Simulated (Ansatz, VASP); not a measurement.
## One calculation of AlCo, two programs

```
Al Co
1.0
     2.85216    0.00000    0.00000
     0.00000    2.85216    0.00000
     0.00000    0.00000    2.85216
Al Co
1 1
Direct
  0.00000 0.00000 0.00000
  0.50000 0.50000 0.50000
```

Alike in both runs: functional PBE; k mesh 20 × 20 × 20; occupations gaussian, width 0.1 eV; collinear spin.

Ansatz relaxed the structure, and its values are those at the end. VASP's run is a single point on that final structure, the one shown.

```csv
,VASP,Ansatz
version,VASP 6.6.1,Ansatz 0.2.0
potentials or method,"VASP PAW PBE potentials, release 64 (Al, Co), cutoff 520 eV","scalar-relativistic, plane waves, PAW"
valence electrons in the cell,12,20
```

```tsv
	VASP	Ansatz	Ansatz less VASP
gap on the k mesh at the Fermi level (eV)	none	none	-
pressure (GPa)	0.0	0.0	-0.02
net moment per atom (μB)	0.00	0.00	0.000
```

A gap of «none» marks a metal or a gap that the smearing closes. VASP's potentials hold 12 valence electrons a cell and Ansatz's 20, so a difference there can come from the potentials and not from the codes. Ansatz's warnings: seeded moment not kept.
